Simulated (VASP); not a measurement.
PtSe2:

```
Pt Se
1.0
     1.82050    1.05106    5.48450
    -1.82050    1.05106    5.48450
     0.00000   -2.10213    5.48450
Pt Se
1 2
Direct
  0.99924 0.99924 0.99924
  0.42198 0.42198 0.42198
  0.24545 0.24545 0.24545
```

Base run:

```yaml
Program: VASP 6.6.1
Functional: r2SCAN
Potentials_or_basis: VASP PAW PBE potentials, release 64 (Pt, Se)
Cutoff: 520 eV
k_mesh: 8 × 8 × 8
Occupations: fermi-dirac, width 0.02 eV
Spin: no spin polarisation
```

Its results: band gap on the k mesh zero (bands 11 and 12 overlap by 0.88 eV); pressure 1.4 GPa; largest force 0.024 eV/Å.

The run is repeated on the same cell with these changes: functional from r2SCAN to PBE. What comes out?

Band gap on the k mesh zero (bands 11 and 12 overlap by 0.90 eV); pressure 3.4 GPa; largest force 0.229 eV/Å.

Caveats: spin-orbit coupling is left out, which moves the levels of the heavy elements; the PAW data sets were made with another functional, which shifts forces and pressure a little (at least some runs); the cell stands under pressure (at least some runs).
